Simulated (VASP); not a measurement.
SnO2, 6 atoms in the cell. The structure is orthorhombic, space group Pnnm (No. 58). The conventional cell has a = 4.861 Å, b = 5.163 Å, c = 3.284 Å, α = 90.00°, β = 90.00°, γ = 90.00°. Sn (site symmetry 2/m) has 6 O at 2.12 to 2.21 Å within 2.8 Å. Within 2.8 Å of O (site symmetry m) lie 3 Sn at 2.12 to 2.21 Å and 1 O at 2.67 Å. 

```yaml
Program: VASP 6.6.1
Task: single point
Functional: LDA
Potentials_or_basis: VASP PAW LDA potentials, release 64 (Sn_d, O)
Cutoff: 520 eV
k_mesh: 6 × 6 × 10
Occupations: gaussian, width 0.05 eV
Spin: no spin polarisation
Dipole_correction: no
Further_INCAR_settings: ALGO = Normal; EDIFF = 1e-07; NBANDS = 35
```

Potentials or basis: VASP PAW LDA potentials, release 64 (Sn_d, O).

Launch:

```console
$ cat potpaw_LDA.64/Sn_d/POTCAR potpaw_LDA.64/O/POTCAR > POTCAR
$ mpirun -np 1 vasp_std > vasp.out
```

Hardware: 1 thread of AMD EPYC 9R45 96-Core Processor (Zen 5), with other jobs on the host.

Task: How long does it take, and how much memory?

Result: Wall time 2.1 min on 1 thread of AMD EPYC 9R45 96-Core Processor (Zen 5), with other jobs on the host, peak memory 0.28 GiB. Counts: scf iterations 14, k points 96.
